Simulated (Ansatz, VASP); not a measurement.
**Al2O3 in VASP and in Ansatz**

INCAR

```
SYSTEM = Al2O3
PREC     = Accurate       ! precision mode
ENCUT    = 520            ! plane-wave cutoff, eV
EDIFF    = 1E-6           ! SCF threshold, eV
ISMEAR   = 0              ! smearing method
SIGMA    = 0.05           ! smearing width, eV
LREAL    = .FALSE.        ! projectors in reciprocal space
LASPH    = .TRUE.         ! aspherical terms in the spheres
NELM     = 80             ! most SCF steps
ALGO     = Normal         ! electronic algorithm
ISIF     = 2              ! what is computed and relaxed
LWAVE    = .FALSE.        ! write WAVECAR
LCHARG   = .FALSE.        ! write CHGCAR
NBANDS   = 20             ! bands
```

Contents of KPOINTS:

```
regular mesh
0
G
  9 9 4
  0 0 0
```

File POSCAR:

```
Al2O3
1.0
    2.7689519504      0.0000000000      0.0000000000
   -1.3844759752      2.3979827309      0.0000000000
    0.0000000000      0.0000000000      8.9632842816
Al O
2 3
Direct
    0.0000000000      0.0000000000      0.1499923300
    0.0000000000      0.0000000000      0.8500076700
    0.3333333333      0.6666666667      0.2223169200
    0.6666666667      0.3333333333      0.0000000000
    0.3333333333      0.6666666667      0.7776830800
```

Input for Ansatz:

```yaml
crystal:
  lattice:
    - [2.7689519504, 0.0, 0.0]
    - [-1.3844759752, 2.3979827309, 0.0]
    - [0.0, 0.0, 8.9632842816]
  atoms:
    - { symbol: Al, position: [0.0, 0.0, 0.14999233] }
    - { symbol: Al, position: [0.0, 0.0, 0.85000767] }
    - { symbol: O, position: [0.3333333333, 0.6666666667, 0.22231692] }
    - { symbol: O, position: [0.6666666667, 0.3333333333, 0.0] }
    - { symbol: O, position: [0.3333333333, 0.6666666667, 0.77768308] }
basis:
  ecutwfc: 420
kpoints:
  mp_grid: { grid: [9, 9, 4] }
hamiltonian:
  xc: lda
scf:
  occupations: { method: gaussian, width: 0.05 }
output:
  forces: true
  stress: true
  eigenvalues: true
```

Change from the starting cell: strain -0.040 along x and y, -0.040 along z, atoms carried along.

Alike in both runs: task single point; functional LDA; k mesh 9 × 9 × 4; occupations gaussian, width 0.05 eV; no spin polarisation.

|  | VASP | Ansatz |
| --- | --- | --- |
| version | VASP 6.6.1 | Ansatz 0.2.0 |
| potentials or method | VASP PAW LDA potentials, release 64 (Al, O), cutoff 520 eV | scalar-relativistic, plane waves, PAW |
| valence electrons in the cell | 24 | 24 |

|  | VASP | Ansatz | Ansatz less VASP |
| --- | --- | --- | --- |
| gap on the k mesh at the Fermi level (eV) | 5.82 | 5.84 | +0.020 |
| least direct gap on the mesh (eV) | 6.16 | 6.18 | +0.014 |
| pressure (GPa) | 14.5 | 13.3 | -1.14 |
| traceless stress, the component that is largest in VASP (GPa) | -5.79 | -4.98 | +0.813 |
| rms of the force components (eV/Å) | 0.458 | 0.432 | -0.0267 |

LDA's correlation is that of Perdew and Zunger in VASP and of Perdew and Wang (1992) in Ansatz. Atom by atom the forces differ by 0.027 eV/Å (rms over components).
